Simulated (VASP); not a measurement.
# Y (Fd-3m) in VASP: a series of runs

Y is run at these levels: PBE; tasks: single point.

Program: VASP 6.6.1. These are calculated values, not measurements. Logs are shortened: lines on timing, memory, paths and dates and some standing lists are left out, and cuts for length are marked.

## Step 1: The cell of the first run

It takes space group Fd-3m (No. 227, cubic). Conventional cell: a = 6.756 Å, b = 6.756 Å, c = 6.756 Å, α = 90.00°, β = 90.00°, γ = 90.00°. Within 3.9 Å of Y (site symmetry -43m) lie 4 Y at 2.93 Å.

This isn't the form of Y at room conditions, which is hcp.

## Step 2: Single point, PBE, collinear spin (38.55 Å³/atom)

Input file INCAR:

```
SYSTEM = Y
PREC = Accurate
ENCUT = 520
EDIFF = 1E-6
ISMEAR = -1
SIGMA = 0.05
LREAL = .False.
LASPH = .True.
NELM = 150
ALGO = Normal
ISIF = 2
LWAVE = .False.
LCHARG = .False.
ISPIN = 2
MAGMOM = 1 1
LORBIT = 11
LMAXMIX = 4
GGA = PE
NBANDS = 22
```

Input file KPOINTS:

```
regular mesh
0
Gamma
  13 13 13
  0 0 0
```

Input file POSCAR:

```
Y
1.0
    0.0000000000      3.3780317594      3.3780317594
    3.3780317594      0.0000000000      3.3780317594
    3.3780317594      3.3780317594      0.0000000000
Y
2
Direct
    0.1250000000      0.1250000000      0.1250000000
    0.8750000000      0.8750000000      0.8750000000
```

Potentials or basis: VASP PAW PBE potentials, release 64 (Y_sv).

Started as:

```
cat potpaw_PBE.64/Y_sv/POTCAR > POTCAR
mpirun -np 1 vasp_std > vasp.out
```

OUTCAR:

```text
SYSTEM = Y
   PREC = Accurate
   ENCUT = 520
   EDIFF = 1E-6
   ISMEAR = -1
   LREAL = .False.
   LASPH = .True.
   NELM = 150
   ISIF = 2
   ISPIN = 2
   LORBIT = 11
   GGA = PE

 ion  position               nearest neighbor table
   1  0.125  0.125  0.125-   2 2.93   2 2.93   2 2.93   2 2.93
   2  0.875  0.875  0.875-   1 2.93   1 2.93   1 2.93   1 2.93

  LATTYP: Found a face centered cubic cell.
 ALAT       =     6.7560635188

  Lattice vectors:

 A1 = (   0.0000000000,   3.3780317594,   3.3780317594)
 A2 = (   3.3780317594,   0.0000000000,   3.3780317594)
 A3 = (   3.3780317594,   3.3780317594,   0.0000000000)

Analysis of symmetry for initial positions (statically):
=====================================================================
 Subroutine PRICEL returns:
 Original cell was already a primitive cell.

 Routine SETGRP: Setting up the symmetry group for a
 face centered cubic supercell.

 Subroutine GETGRP returns: Found 48 space group operations
 (whereof 12 operations were pure point group operations)
 out of a pool of 48 trial point group operations.

The static configuration has the point symmetry D_3d.
 The point group associated with its full space group is O_h .

Analysis of symmetry for dynamics (positions and initial velocities):
=====================================================================
 Subroutine PRICEL returns:
 Original cell was already a primitive cell.

 Routine SETGRP: Setting up the symmetry group for a
 face centered cubic supercell.

 Subroutine GETGRP returns: Found 48 space group operations
 (whereof 12 operations were pure point group operations)
 out of a pool of 48 trial point group operations.

The dynamic configuration has the point symmetry D_3d.
 The point group associated with its full space group is O_h .

Analysis of structural, dynamic, and magnetic symmetry:
=====================================================================
 Subroutine PRICEL returns:
 Original cell was already a primitive cell.

 Routine SETGRP: Setting up the symmetry group for a
 face centered cubic supercell.

 Subroutine GETGRP returns: Found 48 space group operations
 (whereof 12 operations were pure point group operations)
 out of a pool of 48 trial point group operations.

The overall configuration has the point symmetry D_3d.
 The point group associated with its full space group is O_h .

 Subroutine INISYM returns: Found 48 space group operations
 (whereof 12 operations are pure point group operations),
 and found     1 'primitive' translations

----------------------------------------------------------------------------------------

                                     Primitive cell

  volume of cell :      77.0941

  direct lattice vectors                    reciprocal lattice vectors
     0.000000000  3.378031759  3.378031759    -0.148015186  0.148015186  0.148015186
     3.378031759  0.000000000  3.378031759     0.148015186 -0.148015186  0.148015186
     3.378031759  3.378031759  0.000000000     0.148015186  0.148015186 -0.148015186

  length of vectors
     4.777258328  4.777258328  4.777258328     0.256369823  0.256369823  0.256369823

  position of ions in fractional coordinates (direct lattice)
     0.125000000  0.125000000  0.125000000
     0.875000000  0.875000000  0.875000000

  ion indices of the primitive-cell ions
   primitive index   ion index
                 1           1
                 2           2

----------------------------------------------------------------------------------------

 KPOINTS: regular mesh

Automatic generation of k-mesh.
 Grid dimensions read from file:
 generate k-points for:   13   13   13

 Generating k-lattice:

  Cartesian coordinates                     Fractional coordinates (reciprocal lattice)
    -0.011385784  0.011385784  0.011385784     0.076923077  0.000000000  0.000000000
     0.011385784 -0.011385784  0.011385784     0.000000000  0.076923077  0.000000000
     0.011385784  0.011385784 -0.011385784     0.000000000  0.000000000  0.076923077

  Length of vectors
     0.019720756  0.019720756  0.019720756

  Shift w.r.t. Gamma in fractional coordinates (k-lattice)
     0.000000000  0.000000000  0.000000000

 Subroutine IBZKPT returns following result:
 ===========================================

 Found     84 irreducible k-points:

 Following reciprocal coordinates:
            Coordinates               Weight
  0.000000  0.000000  0.000000      1.000000
  0.076923  0.000000  0.000000      8.000000
  0.153846  0.000000  0.000000      8.000000
  0.230769  0.000000  0.000000      8.000000
  0.307692  0.000000  0.000000      8.000000
  0.384615  0.000000  0.000000      8.000000
[... 16 lines left out ...]
  0.384615  0.153846  0.000000     24.000000
  0.461538  0.153846  0.000000     24.000000
 [... further k-points ...]
   k-points           NKPTS =     84   k-points in BZ     NKDIM =     84   number of bands    NBANDS=     22
   number of dos      NEDOS =    301   number of ions     NIONS =      2
   total plane-waves  NPLWV =  46656
   dimension x,y,z NGX =    36 NGY =   36 NGZ =   36
   dimension x,y,z NGXF=    72 NGYF=   72 NGZF=   72
   ions per type =               2
   NGX,Y,Z   is equivalent  to a cutoff of  12.53, 12.53, 12.53 a.u.
   NGXF,Y,Z  is equivalent  to a cutoff of  25.06, 25.06, 25.06 a.u.
 SYSTEM =  Y
   PREC   = accura    normal or accurate (medium, high low for compatibility)
   ISTART =      0    job   : 0-new  1-cont  2-samecut
   ICHARG =      2    charge: 1-file 2-atom 10-const
   ISPIN  =      2    spin polarized calculation?
   LNONCOLLINEAR =      F non collinear calculations
   LSORBIT =      F    spin-orbit coupling
   LASPH  =      T    aspherical Exc in radial PAW
   ENCUT  =  520.0 eV  38.22 Ry    6.18 a.u.   8.88  8.88  8.88*2*pi/ulx,y,z
   NELM   =    150;   NELMIN=  2; NELMDL= -5     # of ELM steps
   EDIFF  = 0.1E-05   stopping-criterion for ELM
   LREAL  =      F    real-space projection
   EDIFFG = 0.1E-04   stopping-criterion for IOM
   NSW    =      0    number of steps for IOM
   IBRION =     -1    ionic relax: 0-MD 1-quasi-New 2-CG
   NFREE  =      0    steps in history (QN), initial steepest desc. (CG)
   ISIF   =      2    stress and relaxation
   ISYM   =      2    0-nonsym 1-usesym 2-fastsym
   POTIM  = 0.5000    time-step for ionic-motion
   TEBEG  =    0.0;   TEEND  =   0.0 temperature during run
   PSTRESS=    0.0 pullay stress
   NELECT =      22.0000    total number of electrons
   NUPDOWN=      -1.0000    fix difference up-down
   EMIN   =  10.00;   EMAX   =-10.00  energy-range for DOS
   EFERMI =   0.00;   METHOD = LEGACY
   ISMEAR =    -1;   SIGMA  =   0.05  broadening in eV -4-tet -1-fermi 0-gaus
   EFERMI_NEDOS =   21; number of points for ismear=-14 and -15
   IALGO  =     38    algorithm
   IMIX   =      4    mixing-type and parameters
     AMIX     =   0.40;   BMIX     =  1.00
     AMIX_MAG =   1.60;   BMIX_MAG =  1.00
  volume/ion in A,a.u.               =      38.55       260.13
  Fermi-wavevector in a.u.,A,eV,Ry     =   1.077809  2.036765 15.805524  1.161673
  Thomas-Fermi vector in A             =   2.213731
   LORBIT       =     11    0 simple, 1 ext, 2 COOP (PROOUT), +10 PAW based schemes
   GGA     = PE    functional components
   LHFCALC =     F    Hartree Fock is set to
   AEXX    =    0.0000 exact exchange contribution
   IVDW    =     0    specifies the selected vdW correction
   LEPSILON=     F    determine dielectric tensor
   LRPA    =     F    only Hartree local field effects (RPA)
 spin polarized calculation
  energy-cutoff  :      520.00
  volume of cell :       77.09
 maximum number of plane-waves:      2098
   NGX = 17   NGY = 17   NGZ = 17

 number of electron      22.0000000 magnetization       0.0058438

 Free energy of the ion-electron system (eV)
  ---------------------------------------------------
  ext. energy  EPLUGINS =         0.00000000
  ---------------------------------------------------
  free energy    TOTEN  =        -8.86482264 eV

  energy without entropy =       -8.83106127  energy(sigma->0) =       -8.84794195

 E-fermi :   1.8201     XC(G=0):  -8.6224

 val. band max:        1.8190168583   @ k =   0.3846   0.2308   0.0000
 cond. band min:       1.8208021897   @ k =   0.3846   0.2308   0.0000
 fundamental gap:      0.0017853314
 Fermi energy:         1.8200922376

 spin component 1

 k-point     1 :       0.0000    0.0000    0.0000
  band No.  band energies     occupation
      1     -41.3535      1.00000
      2     -40.9275      1.00000
      3     -21.6142      1.00000
      4     -21.6142      1.00000
      5     -21.6142      1.00000
      6     -20.8022      1.00000
[... 14 lines left out ...]
     21      10.5149      0.00000
     22      10.8715      0.00000
[... 552 lines left out ...]
  band No.  band energies     occupation
      1     -41.2446      1.00000
      2     -41.0405      1.00000
      3     -21.7659      1.00000
      4     -21.7328      1.00000
      5     -21.5114      1.00000
      6     -20.9131      1.00000
[... 14 lines left out ...]
     21       9.3156      0.00000
     22       9.3959      0.00000

 [... further k-points ...]

 spin component 2

 k-point     1 :       0.0000    0.0000    0.0000
  band No.  band energies     occupation
      1     -41.3527      1.00000
      2     -40.9267      1.00000
      3     -21.6130      1.00000
      4     -21.6130      1.00000
      5     -21.6130      1.00000
      6     -20.8011      1.00000
[... 14 lines left out ...]
     21      10.5395      0.00000
     22      10.8727      0.00000
[... 552 lines left out ...]
  band No.  band energies     occupation
      1     -41.2438      1.00000
      2     -41.0397      1.00000
      3     -21.7647      1.00000
      4     -21.7316      1.00000
      5     -21.5102      1.00000
      6     -20.9120      1.00000
[... 14 lines left out ...]
     21       9.3170      0.00000
     22       9.3977      0.00000

 [... further k-points ...]

------------------------ aborting loop because EDIFF is reached ----------------------------------------

  FORCE on cell =-STRESS in cart. coord.  units (eV):
  Direction    XX          YY          ZZ          XY          YZ          ZX
  --------------------------------------------------------------------------------------
  -------------------------------------------------------------------------------------
  Total        0.9557252      0.9557252      0.9557252      0.0000000      0.0000000     -0.0000000
  in kB       19.8619745     19.8619745     19.8619745      0.0000000      0.0000000     -0.0000000
  external PRESSURE =      19.8619745 kB  Pullay stress =       0.0000000 kB

 VOLUME and BASIS-vectors are now :
 -----------------------------------------------------------------------------
  energy-cutoff  :      520.00
  volume of cell :       77.09
      direct lattice vectors                 reciprocal lattice vectors
     0.000000000  3.378031759  3.378031759    -0.148015186  0.148015186  0.148015186
     3.378031759  0.000000000  3.378031759     0.148015186 -0.148015186  0.148015186
     3.378031759  3.378031759  0.000000000     0.148015186  0.148015186 -0.148015186

 POSITION                                       TOTAL-FORCE (eV/Angst)
 -----------------------------------------------------------------------------------
      0.84451      0.84451      0.84451         0.000000     -0.000000      0.000000
      5.91156      5.91156      5.91156        -0.000000      0.000000     -0.000000
 -----------------------------------------------------------------------------------
    total drift:                               -0.000000      0.000000      0.000000

  FREE ENERGIE OF THE ION-ELECTRON SYSTEM (eV)
  ---------------------------------------------------
  free  energy   TOTEN  =        -8.8648226411 eV

  energy  without entropy=       -8.8310612683  energy(sigma->0) =       -8.84794195

 total charge

# of ion       s       p       d       f       tot
--------------------------------------------------
    1        2.317   6.056   1.217   0.015   9.605
    2        2.317   6.056   1.217   0.015   9.605
--------------------------------------------------
tot          4.635  12.113   2.433   0.029  19.209

 magnetization (x)

# of ion       s       p       d       f       tot
--------------------------------------------------
    1        0.000   0.000   0.001   0.000   0.002
    2        0.000   0.000   0.001   0.000   0.002
--------------------------------------------------
tot          0.000   0.000   0.003   0.000   0.003
```

Run time: 8.3 min. Hardware: 1 thread of Intel Xeon 8259CL, shared host; peak memory 0.39 GiB.

Results:

```yaml
Free_energy: -8.8648 eV
Pressure: 2.0 GPa
Band_gap_on_the_k_mesh: zero (filled and empty bands overlap)
Net_moment: 0.01 μB per cell
Valence_electrons_inside_the_program's_atomic_spheres: Y 9.61
```

Levels at points of the mesh, in eV from the Fermi level:
Spin up:
| k point | band 7 | band 8 | band 9 | band 10 | band 11 | band 12 | band 13 | band 14 | band 15 | band 16 |
| --- | --- | --- | --- | --- | --- | --- | --- | --- | --- | --- |
| (0.00, 0.00, 0.00) | -22.62 | -22.62 | -3.71 | -0.12 | -0.12 | 0.60 | 0.60 | 0.60 | 2.30 | 2.30 |
Spin down:
| k point | band 8 | band 9 | band 10 | band 11 | band 12 | band 13 | band 14 | band 15 |
| --- | --- | --- | --- | --- | --- | --- | --- | --- |
| (0.00, 0.00, 0.00) | -22.62 | -3.71 | -0.12 | -0.12 | 0.60 | 0.60 | 0.60 | 2.30 |

## Step 3: Single point, PBE, collinear spin (40.30 Å³/atom)

This run uses another cell than the first one, of 40.30 Å³/atom.

Input file INCAR:

```
PREC = Accurate ; ENCUT = 520
EDIFF = 1E-6 ; ISMEAR = -1
SIGMA = 0.05 ; LREAL = F
LASPH = T ; NELM = 150
ALGO = Normal ; ISIF = 2
LWAVE = F ; LCHARG = F
ISPIN = 2 ; MAGMOM = 1 1
LORBIT = 11 ; LMAXMIX = 4
GGA = PE ; NBANDS = 22
```

Input file KPOINTS:

```
Automatic mesh
0
Gamma
  13 13 13
```

Input file POSCAR:

```
Y
1.0
    0.0000000000      3.4284575781      3.4284575781
    3.4284575781      0.0000000000      3.4284575781
    3.4284575781      3.4284575781      0.0000000000
Y
2
Direct
    0.1250000000      0.1250000000      0.1250000000
    0.8750000000      0.8750000000      0.8750000000
```

Potentials or basis: VASP PAW PBE potentials, release 64 (Y_sv).

Started as:

```
cat potpaw_PBE.64/Y_sv/POTCAR > POTCAR
mpirun -np 1 vasp_std > vasp.out
```

Run time: 8.7 min. Hardware: 1 thread of Intel Xeon 8259CL, shared host; peak memory 0.4 GiB.

The run converged. Its results:

| Item | Value |
| --- | --- |
| Free energy | -8.8999 eV |
| Pressure | 1.2 GPa |
| Band gap on the k mesh | zero (filled and empty bands overlap) |
| Net moment | 0.00 μB per cell |
| Valence electrons inside the program's atomic spheres | Y 9.55 |

Levels at points of the mesh, in eV from the Fermi level:
Spin up:
```csv
k point,band 7,band 8,band 9,band 10,band 11,band 12,band 13,band 14,band 15,band 16
"(0.00, 0.00, 0.00)",-22.73,-22.73,-3.69,-0.09,-0.09,0.54,0.54,0.54,2.18,2.18
```
Spin down:
| k point | band 8 | band 9 | band 10 | band 11 | band 12 | band 13 | band 14 | band 15 |
| --- | --- | --- | --- | --- | --- | --- | --- | --- |
| (0.00, 0.00, 0.00) | -22.73 | -3.69 | -0.09 | -0.09 | 0.54 | 0.54 | 0.54 | 2.18 |
